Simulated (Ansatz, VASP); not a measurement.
**CoO: VASP beside Ansatz**

```
Co O
1.0
    -1.50800    1.50800    2.10725
     1.50800   -1.50800    2.10725
     1.50800    1.50800   -2.10725
Co O
1 1
Direct
  0.00000 0.00000 0.00000
  0.50000 0.50000 0.00000
```

Alike in both runs: task single point; functional PBEsol; k mesh 9 × 9 × 9; occupations gaussian, width 0.05 eV; collinear spin; Hubbard terms Co d U = 4.0 eV, J = 0.5 eV.

|  | VASP | Ansatz |
| --- | --- | --- |
| version | VASP 6.6.1 | Ansatz 0.2.0 |
| potentials or method | VASP PAW PBE potentials, release 64 (Co_sv, O), cutoff 600 eV | scalar-relativistic, plane waves, PAW |
| valence electrons in the cell | 23 | 23 |

|  | VASP | Ansatz | Ansatz less VASP |
| --- | --- | --- | --- |
| pressure (GPa) | -8.9 | 2.6 | +11.45 |
| traceless stress, the component that is largest in VASP (GPa) | -5.76 | 0.45 | +6.213 |
| net moment per atom (μB) | 1.50 | 1.50 | 0.000 |
| size of the moment on the site where the two differ most (μB) | 2.69 | 2.59 | -0.102 |

VASP's potentials were made for PBE, not for PBEsol. Site moments also hang on the region over which each program counts them. The programs project onto different local orbitals, so the same U acts differently, and such runs can settle in different states. Ansatz's warnings: symmetry narrowed by occupation matrices.
